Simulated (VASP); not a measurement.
# Ru (P6_3/mmc) in VASP: relaxation of the atoms with PBE

Aim: the relaxation of the atoms of Ru with PBE.

Program: VASP 6.6.1. These are calculated values, not measurements. Logs are shortened: lines on timing, memory, paths and dates and some standing lists are left out, and cuts for length are marked.

**1. The cell of the first run**

Symmetry: P6_3/mmc, No. 194, hexagonal system. Conventional cell: a = 2.651 Å, b = 2.651 Å, c = 4.194 Å, α = 90.00°, β = 90.00°, γ = 120.00°. Ru (site symmetry -6m2) has 12 Ru at 2.60 to 2.65 Å within 3.4 Å.

**2. Relaxation of the atoms, PBE (12.76 Å³/atom)**

The input, INCAR:

```
ALGO = Normal ; EDIFF = 1E-7
EDIFFG = -0.02 ; ENCUT = 450
GGA = PE ; GGA_COMPAT = F
IBRION = 2 ; ISIF = 2
ISMEAR = -1 ; LASPH = T
LCHARG = F ; LREAL = F
LWAVE = F ; NELM = 120
NELMIN = 4 ; NSW = 80
PREC = Accurate ; SIGMA = 0.05
```

The input, KPOINTS:

```
k-points
0
Gamma
  20 20 11
```

The input, POSCAR:

```
Ru
1.0
    2.6505640930      0.0000000000      0.0000000000
   -1.3252820465      2.2954558389      0.0000000000
    0.0000000000      0.0000000000      4.1944897589
Ru
2
Direct
    0.3333333333      0.6666666667      0.2500000000
    0.6666666667      0.3333333333      0.7500000000
```

Potentials or basis: VASP PAW PBE potentials, release 64 (Ru_pv).

The run is started by

```sh
cat potpaw_PBE.64/Ru_pv/POTCAR > POTCAR
mpirun -np 1 vasp_std > vasp.out
```

OUTCAR:

```text
EDIFF = 1E-7
   EDIFFG = -0.02
   ENCUT = 450
   GGA = PE
   IBRION = 2
   ISIF = 2
   ISMEAR = -1
   LASPH = T
   LREAL = F
   NELM = 120
   NELMIN = 4
   NSW = 80
   PREC = Accurate

 ion  position               nearest neighbor table
   1  0.333  0.667  0.250-   2 2.60   2 2.60   2 2.60   2 2.60   2 2.60   2 2.60
   2  0.667  0.333  0.750-   1 2.60   1 2.60   1 2.60   1 2.60   1 2.60   1 2.60

  LATTYP: Found a hexagonal cell.
 ALAT       =     2.6505640930
 C/A-ratio  =     1.5824894670

  Lattice vectors:

 A1 = (   2.6505640930,   0.0000000000,   0.0000000000)
 A2 = (  -1.3252820465,   2.2954558389,   0.0000000000)
 A3 = (   0.0000000000,   0.0000000000,   4.1944897589)

Analysis of symmetry for initial positions (statically):
=====================================================================
 Subroutine PRICEL returns:
 Original cell was already a primitive cell.

 Routine SETGRP: Setting up the symmetry group for a
 hexagonal supercell.

 Subroutine GETGRP returns: Found 24 space group operations
 (whereof 12 operations were pure point group operations)
 out of a pool of 24 trial point group operations.

The static configuration has the point symmetry D_3d.
 The point group associated with its full space group is D_6h.

Analysis of symmetry for dynamics (positions and initial velocities):
=====================================================================
 Subroutine PRICEL returns:
 Original cell was already a primitive cell.

 Routine SETGRP: Setting up the symmetry group for a
 hexagonal supercell.

 Subroutine GETGRP returns: Found 24 space group operations
 (whereof 12 operations were pure point group operations)
 out of a pool of 24 trial point group operations.

The dynamic configuration has the point symmetry D_3d.
 The point group associated with its full space group is D_6h.

 Subroutine INISYM returns: Found 24 space group operations
 (whereof 12 operations are pure point group operations),
 and found     1 'primitive' translations

----------------------------------------------------------------------------------------

                                     Primitive cell

  volume of cell :      25.5203

  direct lattice vectors                    reciprocal lattice vectors
     2.650564093  0.000000000  0.000000000     0.377278181  0.217821659  0.000000000
    -1.325282046  2.295455839  0.000000000     0.000000000  0.435643319  0.000000000
     0.000000000  0.000000000  4.194489759     0.000000000  0.000000000  0.238408020

[... 77 lines left out ...]
   ISPIN  =      1    spin polarized calculation?
   LNONCOLLINEAR =      F non collinear calculations
   LSORBIT =      F    spin-orbit coupling
   LASPH  =      T    aspherical Exc in radial PAW
   ENCUT  =  450.0 eV  33.07 Ry    5.75 a.u.   4.58  4.58  7.26*2*pi/ulx,y,z
   NELM   =    120;   NELMIN=  4; NELMDL= -5     # of ELM steps
   EDIFF  = 0.1E-06   stopping-criterion for ELM
   LREAL  =      F    real-space projection
   EDIFFG = -.2E-01   stopping-criterion for IOM
   NSW    =     80    number of steps for IOM
   IBRION =      2    ionic relax: 0-MD 1-quasi-New 2-CG
   NFREE  =      1    steps in history (QN), initial steepest desc. (CG)
   ISIF   =      2    stress and relaxation
   ISYM   =      2    0-nonsym 1-usesym 2-fastsym
   POTIM  = 0.5000    time-step for ionic-motion
   TEBEG  =    0.0;   TEEND  =   0.0 temperature during run
   PSTRESS=    0.0 pullay stress
   NELECT =      28.0000    total number of electrons
   NUPDOWN=      -1.0000    fix difference up-down
   EMIN   =  10.00;   EMAX   =-10.00  energy-range for DOS
   EFERMI =   0.00;   METHOD = LEGACY
   ISMEAR =    -1;   SIGMA  =   0.05  broadening in eV -4-tet -1-fermi 0-gaus
   EFERMI_NEDOS =   21; number of points for ismear=-14 and -15
   IALGO  =     38    algorithm
   IMIX   =      4    mixing-type and parameters
     AMIX     =   0.40;   BMIX     =  1.00
     AMIX_MAG =   1.60;   BMIX_MAG =  1.00
  volume/ion in A,a.u.               =      12.76        86.11
  Fermi-wavevector in a.u.,A,eV,Ry     =   1.688491  3.190785 38.790228  2.851001
  Thomas-Fermi vector in A             =   2.770788
   LORBIT       =      0    0 simple, 1 ext, 2 COOP (PROOUT), +10 PAW based schemes
   GGA     = PE    functional components
   LHFCALC =     F    Hartree Fock is set to
   AEXX    =    0.0000 exact exchange contribution
   IVDW    =     0    specifies the selected vdW correction
   LEPSILON=     F    determine dielectric tensor
   LRPA    =     F    only Hartree local field effects (RPA)
 conjugate gradient relaxation of ions
 non-spin polarized calculation
  energy-cutoff  :      450.00
  volume of cell :       25.52
 maximum number of plane-waves:       573
   NGX =  9   NGY =  9   NGZ = 15

 number of electron      28.0000011 magnetization

 Free energy of the ion-electron system (eV)
  ---------------------------------------------------
  ext. energy  EPLUGINS =         0.00000000
  ---------------------------------------------------
  free energy    TOTEN  =       -18.30738541 eV

  energy without entropy =      -18.29486273  energy(sigma->0) =      -18.30112407

 E-fermi :  14.0366     XC(G=0): -14.5091

 val. band max:       14.0351480159   @ k =   0.3000   0.1000   0.1818
 cond. band min:      14.0449225478   @ k =   0.1000  -0.0000   0.3636
 fundamental gap:      0.0097745319
 Fermi energy:        14.0365532002

 k-point     1 :       0.0000    0.0000    0.0000
  band No.  band energies     occupation
      1     -29.8971      2.00000
      2     -28.7608      2.00000
      3     -28.7608      2.00000
      4     -28.5551      2.00000
      5     -28.5551      2.00000
      6     -28.4977      2.00000
[... 481 lines left out ...]
      5     -28.6949      2.00000
      6     -28.6844      2.00000
[... 10 lines left out ...]
     17      15.8757      0.00000
     18      23.6801      0.00000

 [... further k-points ...]
[... 5 lines left out ...]
  --------------------------------------------------------------------------------------
  -------------------------------------------------------------------------------------
  Total        4.5331400      4.5331400      4.4800659      0.0000000      0.0000000      0.0000000
  in kB      284.5924151    284.5924151    281.2604019      0.0000000      0.0000000      0.0000000
  external PRESSURE =     283.4817440 kB  Pullay stress =       0.0000000 kB

 VOLUME and BASIS-vectors are now :
 -----------------------------------------------------------------------------
  energy-cutoff  :      450.00
  volume of cell :       25.52
      direct lattice vectors                 reciprocal lattice vectors
     2.650564093  0.000000000  0.000000000     0.377278181  0.217821659  0.000000000
    -1.325282046  2.295455839  0.000000000     0.000000000  0.435643319  0.000000000
     0.000000000  0.000000000  4.194489759     0.000000000  0.000000000  0.238408020

 POSITION                                       TOTAL-FORCE (eV/Angst)
 -----------------------------------------------------------------------------------
     -0.00000      1.53030      1.04862         0.000000      0.000000      0.000000
      1.32528      0.76515      3.14587        -0.000000      0.000000      0.000000
 -----------------------------------------------------------------------------------
    total drift:                               -0.000000      0.000000     -0.000000

  FREE ENERGIE OF THE ION-ELECTRON SYSTEM (eV)
  ---------------------------------------------------
  free  energy   TOTEN  =       -18.3073854090 eV

  energy  without entropy=      -18.2948627252  energy(sigma->0) =      -18.30112407

 reached required accuracy - stopping structural energy minimisation
```

OSZICAR:

```text
N       E                     dE             d eps       ncg     rms          rms(c)
DAV:   1     0.267395952062E+03    0.26740E+03   -0.16803E+04  9528   0.158E+03
DAV:   2    -0.134364096309E+02   -0.28083E+03   -0.27530E+03 10042   0.475E+02
DAV:   3    -0.195174318957E+02   -0.60810E+01   -0.59615E+01  9930   0.758E+01
DAV:   4    -0.195770366733E+02   -0.59605E-01   -0.59471E-01 11832   0.671E+00
DAV:   5    -0.195779527434E+02   -0.91607E-03   -0.91604E-03 10270   0.725E-01    0.206E+01
DAV:   6    -0.184182384096E+02    0.11597E+01   -0.28431E+00  9614   0.181E+01    0.631E+00
DAV:   7    -0.183162068640E+02    0.10203E+00   -0.31599E-01  9754   0.556E+00    0.133E+00
DAV:   8    -0.183072667275E+02    0.89401E-02   -0.96073E-03  9672   0.119E+00    0.697E-02
DAV:   9    -0.183073747674E+02   -0.10804E-03   -0.36202E-04 13248   0.181E-01    0.529E-02
DAV:  10    -0.183073822731E+02   -0.75057E-05   -0.16735E-05 10010   0.438E-02    0.101E-02
DAV:  11    -0.183073861319E+02   -0.38588E-05   -0.19655E-06 10134   0.156E-02    0.338E-03
DAV:  12    -0.183073853871E+02    0.74481E-06   -0.68478E-08  5446   0.296E-03    0.507E-04
DAV:  13    -0.183073854090E+02   -0.21859E-07   -0.73054E-09  5006   0.771E-04
   1 F= -.18307385E+02 E0= -.18301124E+02  d E =-.183074E+02
```

CONTCAR:

```text
Ru
   1.00000000000000
     2.6505640929999998    0.0000000000000000    0.0000000000000000
    -1.3252820464999999    2.2954558389000002    0.0000000000000000
     0.0000000000000000    0.0000000000000000    4.1944897588999996
  Ru
     2
Direct
     0.3333333332999970    0.6666666667000030    0.2500000000000000
     0.6666666667000030    0.3333333332999970    0.7500000000000000

  0.00000000E+00  0.00000000E+00  0.00000000E+00
  0.00000000E+00  0.00000000E+00  0.00000000E+00
```

It took 2 min on 1 thread of Intel Xeon 8259CL, shared host; peak memory 0.19 GiB.

Results:

```
Free energy             : -18.3074 eV
Pressure after relaxing : 28.3 GPa
Band gap on the k mesh  : zero (bands 14 and 15 overlap by 3.57 eV)
```

Stress tensor (GPa, compression positive):
```
28.46  0.00  0.00
 0.00 28.46  0.00
 0.00  0.00 28.13
```

Final structure:
```yaml
crystal:
  lattice:
    - [2.65056, 0.00000, 0.00000]
    - [-1.32528, 2.29546, 0.00000]
    - [0.00000, 0.00000, 4.19449]
  atoms:
    - { symbol: Ru, position: [0.33333, 0.66667, 0.25000] }
    - { symbol: Ru, position: [0.66667, 0.33333, 0.75000] }
```

Levels at points of the mesh, in eV from the Fermi level:
```
           k point  band 12  band 13  band 14  band 15  band 16  band 17
(0.00, 0.00, 0.00)    -2.13    -2.13    -1.55    -1.55     1.27     1.27
(0.50, 0.00, 0.00)    -1.92    -1.67     1.55     2.01     2.10     4.40
```
